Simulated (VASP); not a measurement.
V:

```
V
1.0
     2.63857    0.00000    0.00000
    -1.31928    2.28506    0.00000
     0.00000    0.00000    4.78549
V
2
Direct
  0.33333 0.66667 0.25000
  0.66667 0.33333 0.75000
```

This isn't the form of V at room conditions, which is bcc.

Base run:

| Item | Value |
| --- | --- |
| Program | VASP 6.6.1 |
| Functional | r2SCAN |
| Potentials or basis | VASP PAW PBE potentials, release 64 (V_sv) |
| Cutoff | 520 eV |
| k mesh | 12 × 12 × 6 |
| Occupations | fermi-dirac, width 0.05 eV |
| Spin | collinear spin, ferromagnetic start |
| Starting moments | [2.0, 2.0] μB |

Its results: band gap on the k mesh zero (filled and empty bands overlap); pressure -8.9 GPa; net moment 0.00 μB per cell.

Task: The run is repeated on the same cell with these changes: functional from r2SCAN to PBEsol; further incar settings from ALGO = Normal; EDIFF = 1e-06; NBANDS = 24 to ALGO = Normal; EDIFF = 1e-07; NBANDS = 24. What comes out?

Result: Band gap on the k mesh zero (filled and empty bands overlap); pressure -12.8 GPa; net moment 0.00 μB per cell.

Caveats: the cell stands under tension; the moments typed at the start vanished in this run; the PAW data sets were made with another functional, which shifts forces and pressure a little.
